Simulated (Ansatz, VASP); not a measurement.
Two plane-wave programs on CdF2

```
Cd F
1.0
     0.00000    2.50639    2.60890
     2.50639    0.00000    2.60890
     2.50639    2.50639    0.00000
Cd F
1 2
Direct
  0.00000 0.00000 0.00000
  0.25000 0.25000 0.25000
  0.75000 0.75000 0.75000
```

Alike in both runs: task single point; functional PBEsol; k mesh 8 × 8 × 8; occupations gaussian, width 0.05 eV; no spin polarisation.

|  | VASP | Ansatz |
| --- | --- | --- |
| version | VASP 6.6.1 | Ansatz 0.2.0 |
| potentials or method | VASP PAW PBE potentials, release 64 (Cd_sv_GW, F), cutoff 700 eV | scalar-relativistic, plane waves, PAW |
| valence electrons in the cell | 34 | 34 |

Ansatz gave:

```
gap on the k mesh at the Fermi level (eV) : 3.52
least direct gap on the mesh (eV)         : 3.67
```

Question: Which values does VASP return?

Answer: gap on the k mesh at the Fermi level (eV): 3.51; least direct gap on the mesh (eV): 3.65.

VASP's potentials were made for PBE, not for PBEsol.
